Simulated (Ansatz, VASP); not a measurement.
This is a calculation of Ti for VASP 6.6.1.

INCAR

```
PREC = Accurate ; ENCUT = 520
EDIFF = 1E-7 ; ISMEAR = -1
SIGMA = 0.05 ; LREAL = False
LASPH = True ; NELM = 100
ALGO = Normal ; ISIF = 2
LWAVE = False ; LCHARG = False
NBANDS = 19
```

The input KPOINTS:

```
Automatic mesh
0
Gamma
  10 10 6
```

The input POSCAR:

```
Ti
1.0
    2.9101302477      0.0000000000      0.0000000000
   -1.4550651239      2.5202467229      0.0000000000
    0.0000000000      0.0000000000      4.6167490031
Ti
2
Direct
    0.6666666667      0.3333333333      0.7500000000
    0.3333333333      0.6666666667      0.2500000000
```

Potentials or basis: VASP PAW LDA potentials, release 64 (Ti_sv).

Command:

```sh
$ cat potpaw_LDA.64/Ti_sv/POTCAR > POTCAR
$ mpirun -np 1 vasp_std > vasp.out
```

Q: Set up the same calculation for Ansatz 0.2.0. Potentials there: all-electron LAPW, scalar-relativistic.

A: As run (the cutoff follows the program's own potentials):

input.yaml

```yaml
crystal:
  lattice:
    - [2.9101302477, 0.0, 0.0]
    - [-1.4550651239, 2.5202467229, 0.0]
    - [0.0, 0.0, 4.6167490031]
  atoms:
    - { symbol: Ti, position: [0.6666666667, 0.3333333333, 0.75] }
    - { symbol: Ti, position: [0.3333333333, 0.6666666667, 0.25] }
kpoints:
  mp_grid: { grid: [10, 10, 6] }
scf:
  occupations: { method: fermi_dirac, width: 0.05 }
hamiltonian:
  xc: lda
  pseudopotentials: { kind: all_electron, lapw: { basis_error: 0.001 } }
output:
  forces: true
  stress: true
  eigenvalues: true
```

Potentials or basis: all-electron LAPW, scalar-relativistic.

Command:

```sh
$ ansatz run input.yaml --threads 1 --pin off --max-ram 3072MiB --backend cpu --events-out ev --progress --plain --runs-dir out
```

Both were run:

|  | VASP | Ansatz | Ansatz less VASP |
| --- | --- | --- | --- |
| gap on the k mesh at the Fermi level (eV) | none | none | - |
| pressure (GPa) | -5.9 | -5.8 | +0.12 |
| traceless stress, the component that is largest in VASP (GPa) | -0.49 | -0.50 | -0.010 |

LDA's correlation is that of Perdew and Zunger in VASP and of Perdew and Wang (1992) in Ansatz. A gap of «none» marks a metal or a gap that the smearing closes. Ansatz ran all-electron here, and VASP with PAW potentials.
